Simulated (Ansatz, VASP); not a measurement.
**MgO: VASP beside Ansatz**

```
Mg O
1.0
     4.21494    0.00000    0.00000
     0.00000   -4.21494    0.00000
     0.00000    0.00000   -4.21494
Mg O
4 4
Direct
  0.00000 0.00000 0.10059
  0.50000 0.50000 0.00000
  0.50000 0.00000 0.50000
  0.00000 0.50000 0.50000
  0.50000 0.00000 0.00000
  0.00000 0.50000 0.00000
  0.00000 0.00000 0.50000
  0.50000 0.50000 0.50000
```

Alike in both runs: task single point; functional PBEsol; k mesh 6 × 6 × 6; occupations gaussian, width 0.05 eV; no spin polarisation.

```csv
,VASP,Ansatz
version,VASP 6.6.1,Ansatz 0.2.0
potentials or method,"VASP PAW PBE potentials, release 64 (Mg, O), cutoff 520 eV","scalar-relativistic, plane waves, PAW"
valence electrons in the cell,32,64
```

Ansatz gave:

- gap on the k mesh at the Fermi level (eV): 4.58
- least direct gap on the mesh (eV): 4.58
- pressure (GPa): 6.4
- traceless stress, the component that is largest in VASP (GPa): 11.82
- rms of the force components (eV/Å): 1.841

Which values does VASP return?

gap on the k mesh at the Fermi level (eV): 4.57; least direct gap on the mesh (eV): 4.57; pressure (GPa): 6.2; traceless stress, the component that is largest in VASP (GPa): 12.31; rms of the force components (eV/Å): 1.905.

VASP's potentials were made for PBE, not for PBEsol, and Ansatz warns of the same on its side. Atom by atom the forces differ by 0.065 eV/Å (rms over components). With one functional, cell and mesh, what is left measures potentials, basis and numerics. VASP's potentials hold 32 valence electrons a cell and Ansatz's 64, so a difference there can come from the potentials and not from the codes.
